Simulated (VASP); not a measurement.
# Zn (P6_3/mmc) in VASP: a series of runs, part 2 of 2

VASP 6.6.1. The steps go on from the part before.

## 3. Single point, r2SCAN

This run uses another cell than the first one, of 14.53 Å³/atom.

POSCAR

```
Zn
1.0
    2.5961271480      0.0000000000      0.0000000000
   -1.2980635740      2.2483120616      0.0000000000
    0.0000000000      0.0000000000      4.9795349157
Zn
2
Direct
    0.3333333333      0.6666666667      0.2500000000
    0.6666666667      0.3333333333      0.7500000000
```

INCAR.step1

```
SYSTEM = Zn
  ALGO = Normal
  EDIFF = 1E-4
  ENCUT = 520
  GGA = PE
  ISMEAR = 0
  LASPH = .True.
  LCHARG = .False.
  LREAL = .False.
  LWAVE = .True.
  NBANDS = 19
  NELM = 100
  PREC = Accurate
  SIGMA = 0.1
```

INCAR.step2

```
SYSTEM = Zn
  ALGO = Normal
  EDIFF = 1E-7
  ENCUT = 520
  ISIF = 2
  ISMEAR = 0
  ISTART = 1
  LASPH = .True.
  LCHARG = .False.
  LMIXTAU = .True.
  LREAL = .False.
  LWAVE = .False.
  METAGGA = R2SCAN
  NBANDS = 19
  NELM = 100
  PREC = Accurate
  SIGMA = 0.1
```

KPOINTS

```
k-points
0
Gamma
  18 18 10
  0 0 0
```

Potentials or basis: VASP PAW PBE potentials, release 64 (Zn).

Launch:

```
$ cat potpaw_PBE.64/Zn/POTCAR > POTCAR
$ cp INCAR.step1 INCAR
$ mpirun -np 1 vasp_std > vasp.out
$ cp INCAR.step2 INCAR
$ mpirun -np 1 vasp_std > vasp.out
```

OUTCAR:

```text
SYSTEM = Zn
   EDIFF = 1E-7
   ENCUT = 520
   ISIF = 2
   ISMEAR = 0
   ISTART = 1
   LASPH = .True.
   LREAL = .False.
   METAGGA = R2SCAN
   NELM = 100
   PREC = Accurate

 ion  position               nearest neighbor table
   1  0.333  0.667  0.250-   2 2.91   2 2.91   2 2.91   2 2.91   2 2.91   2 2.91
   2  0.667  0.333  0.750-   1 2.91   1 2.91   1 2.91   1 2.91   1 2.91   1 2.91

  LATTYP: Found a hexagonal cell.
 ALAT       =     2.5961271480
 C/A-ratio  =     1.9180628035

  Lattice vectors:

 A1 = (   2.5961271480,   0.0000000000,   0.0000000000)
 A2 = (  -1.2980635740,   2.2483120616,   0.0000000000)
 A3 = (   0.0000000000,   0.0000000000,   4.9795349157)

Analysis of symmetry for initial positions (statically):
=====================================================================
 Subroutine PRICEL returns:
 Original cell was already a primitive cell.

 Routine SETGRP: Setting up the symmetry group for a
 hexagonal supercell.

 Subroutine GETGRP returns: Found 24 space group operations
 (whereof 12 operations were pure point group operations)
 out of a pool of 24 trial point group operations.

The static configuration has the point symmetry D_3d.
 The point group associated with its full space group is D_6h.

Analysis of symmetry for dynamics (positions and initial velocities):
=====================================================================
 Subroutine PRICEL returns:
 Original cell was already a primitive cell.

 Routine SETGRP: Setting up the symmetry group for a
 hexagonal supercell.

 Subroutine GETGRP returns: Found 24 space group operations
 (whereof 12 operations were pure point group operations)
 out of a pool of 24 trial point group operations.

The dynamic configuration has the point symmetry D_3d.
 The point group associated with its full space group is D_6h.

 Subroutine INISYM returns: Found 24 space group operations
 (whereof 12 operations are pure point group operations),
 and found     1 'primitive' translations
[... 105 lines left out ...]
   PSTRESS=    0.0 pullay stress
   NELECT =      24.0000    total number of electrons
   NUPDOWN=      -1.0000    fix difference up-down
   EMIN   =  10.00;   EMAX   =-10.00  energy-range for DOS
   EFERMI =   0.00;   METHOD = LEGACY
   ISMEAR =     0;   SIGMA  =   0.10  broadening in eV -4-tet -1-fermi 0-gaus
   EFERMI_NEDOS =   21; number of points for ismear=-14 and -15
   IALGO  =     38    algorithm
   IMIX   =      4    mixing-type and parameters
     AMIX     =   0.40;   BMIX     =  1.00
     AMIX_MAG =   1.60;   BMIX_MAG =  1.00
  volume/ion in A,a.u.               =      14.53        98.07
  Fermi-wavevector in a.u.,A,eV,Ry     =   1.535871  2.902376 32.094788  2.358900
  Thomas-Fermi vector in A             =   2.642599
   LORBIT       =      0    0 simple, 1 ext, 2 COOP (PROOUT), +10 PAW based schemes
   METAGGA = R2SCAN    functional components
   LHFCALC =     F    Hartree Fock is set to
   AEXX    =    0.0000 exact exchange contribution
   IVDW    =     0    specifies the selected vdW correction
   LEPSILON=     F    determine dielectric tensor
   LRPA    =     F    only Hartree local field effects (RPA)
 non-spin polarized calculation
 Gauss-broadening in eV      SIGMA  =   0.10
  energy-cutoff  :      520.00
  volume of cell :       29.07
 maximum number of plane-waves:       800
 NGX is ok and might be reduce to    20
   NGX =  9   NGY =  9   NGZ = 19

 number of electron      24.0000029 magnetization

 Free energy of the ion-electron system (eV)
  ---------------------------------------------------
  ext. energy  EPLUGINS =         0.00000000
  ---------------------------------------------------
  free energy    TOTEN  =       -17.80644838 eV

  energy without entropy =      -17.80518536  energy(sigma->0) =      -17.80581687

 E-fermi :   3.2763     XC(G=0): -12.8898

 val. band max:        3.2704845725   @ k =   0.1667   0.0000   0.2000
 cond. band min:       3.3130626578   @ k =   0.3333   0.2778   0.5000
 fundamental gap:      0.0425780853
 Fermi energy:         3.2763072667

 k-point     1 :       0.0000    0.0000    0.0000
  band No.  band energies     occupation
      1      -7.9431      2.00000
      2      -5.9677      2.00000
      3      -5.1270      2.00000
      4      -4.8252      2.00000
      5      -4.8251      2.00000
      6      -4.7775      2.00000
[... 505 lines left out ...]
      6      -4.6586      2.00000
[... 11 lines left out ...]
     18      17.5400      0.00000
     19      18.9165      0.00000

 [... further k-points ...]
[... 5 lines left out ...]
  --------------------------------------------------------------------------------------
  -------------------------------------------------------------------------------------
  Total        0.1150944      0.1150944      0.0529644     -0.0000000     -0.0000000      0.0000000
  in kB        6.3444414      6.3444414      2.9195984     -0.0000000     -0.0000000      0.0000000
  external PRESSURE =       5.2028271 kB  Pullay stress =       0.0000000 kB

 VOLUME and BASIS-vectors are now :
 -----------------------------------------------------------------------------
  energy-cutoff  :      520.00
  volume of cell :       29.07
      direct lattice vectors                 reciprocal lattice vectors
     2.596127148  0.000000000  0.000000000     0.385189146  0.222389057  0.000000000
    -1.298063574  2.248312062  0.000000000     0.000000000  0.444778115  0.000000000
     0.000000000  0.000000000  4.979534916     0.000000000  0.000000000  0.200821968

 POSITION                                       TOTAL-FORCE (eV/Angst)
 -----------------------------------------------------------------------------------
     -0.00000      1.49887      1.24488        -0.000000      0.000000      0.000000
      1.29806      0.74944      3.73465         0.000000     -0.000000      0.000000
 -----------------------------------------------------------------------------------
    total drift:                               -0.000000      0.000000      0.000000

  FREE ENERGIE OF THE ION-ELECTRON SYSTEM (eV)
  ---------------------------------------------------
  free  energy   TOTEN  =       -17.8064483847 eV

  energy  without entropy=      -17.8051853598  energy(sigma->0) =      -17.80581687
```

It took 12 min on 1 thread of Intel Xeon 8259CL, shared host; peak memory 0.22 GiB.

Results:

| Item | Value |
| --- | --- |
| Free energy | -17.8064 eV |
| Pressure | 0.5 GPa |
| Band gap on the k mesh | zero (bands 12 and 13 overlap by 5.28 eV) |

Caveat: the PAW data sets were made with another functional, which shifts forces and pressure a little.

## 4. Single point, r2SCAN

This run uses another cell than the first one, of 14.55 Å³/atom.

POSCAR

```
Zn
1.0
    2.5966074179      0.0000000000      0.0000000000
   -1.2983037090      2.2487279876      0.0000000000
    0.0000000000      0.0000000000      4.9834230210
Zn
2
Direct
    0.3333333333      0.6666666667      0.2500000000
    0.6666666667      0.3333333333      0.7500000000
```

INCAR.step1

```
PREC = Accurate
ENCUT = 520
ISMEAR = -1
SIGMA = 0.15
LREAL = F
LASPH = T
NELM = 100
NBANDS = 19
GGA = PE
ALGO = Normal
EDIFF = 1E-4
LWAVE = T
LCHARG = F
```

INCAR.step2

```
PREC = Accurate
ENCUT = 520
EDIFF = 1E-7
ISMEAR = -1
SIGMA = 0.15
LREAL = F
LASPH = T
NELM = 100
ALGO = Normal
ISIF = 2
LWAVE = F
LCHARG = F
METAGGA = R2SCAN
LMIXTAU = T
NBANDS = 19
ISTART = 1
```

KPOINTS

```
Automatic mesh
0
Gamma
  18 18 10
```

Launch:

```
$ cat potpaw_PBE.64/Zn/POTCAR > POTCAR
$ cp INCAR.step1 INCAR
$ mpirun -np 1 vasp_std > vasp.out
$ cp INCAR.step2 INCAR
$ mpirun -np 1 vasp_std > vasp.out
```

It took 11 min on 1 thread of Intel Xeon 8259CL, shared host; peak memory 0.22 GiB.

The run converged. Its results:

```
Free energy            : -17.8159 eV
Pressure               : 0.5 GPa
Band gap on the k mesh : zero (bands 12 and 13 overlap by 5.28 eV)
```

Stress tensor (GPa, compression positive):
```
0.63 0.00 0.00
0.00 0.63 0.00
0.00 0.00 0.31
```

Levels at points of the mesh, in eV from the Fermi level:
| k point | band 10 | band 11 | band 12 | band 13 | band 14 | band 15 |
| --- | --- | --- | --- | --- | --- | --- |
| (0.00, 0.00, 0.00) | -7.45 | -7.45 | -4.14 | -3.47 | 13.62 | 17.47 |
| (0.50, 0.00, 0.00) | -7.20 | -3.00 | -2.07 | 2.74 | 3.86 | 4.56 |
| (0.00, 0.00, 0.50) | -7.53 | -7.53 | -7.53 | 4.35 | 4.35 | 21.21 |
| (0.50, 0.00, 0.50) | -7.20 | -2.06 | -2.06 | 0.52 | 0.52 | 10.65 |

Caveat: the PAW data sets were made with another functional, which shifts forces and pressure a little.

## 5. The runs side by side

```csv
cell,k mesh,smearing,gap on the mesh (eV),pressure (GPa)
"a = 2.614, b = 2.614, c = 4.873 Å, angles 90.0, 90.0, 120.0°, 2 atoms",9 × 9 × 4,gaussian 0.1 eV,none,0.1
"a = 2.596, b = 2.596, c = 4.980 Å, angles 90.0, 90.0, 120.0°, 2 atoms",18 × 18 × 10,gaussian 0.1 eV,none,0.5
"a = 2.597, b = 2.597, c = 4.983 Å, angles 90.0, 90.0, 120.0°, 2 atoms",18 × 18 × 10,fermi-dirac 0.15 eV,none,0.5
```

Alike in all rows: task single point; level r2SCAN; potentials or basis VASP PAW PBE potentials, release 64 (Zn); no spin polarisation; cutoff (eV) 520.

Caveats: the PAW data sets were made with another functional, which shifts forces and pressure a little.

Absolute energies hang on the potentials; compare differences alone.

The gap in the log of VASP goes by the Fermi energy; the results here count the filled bands.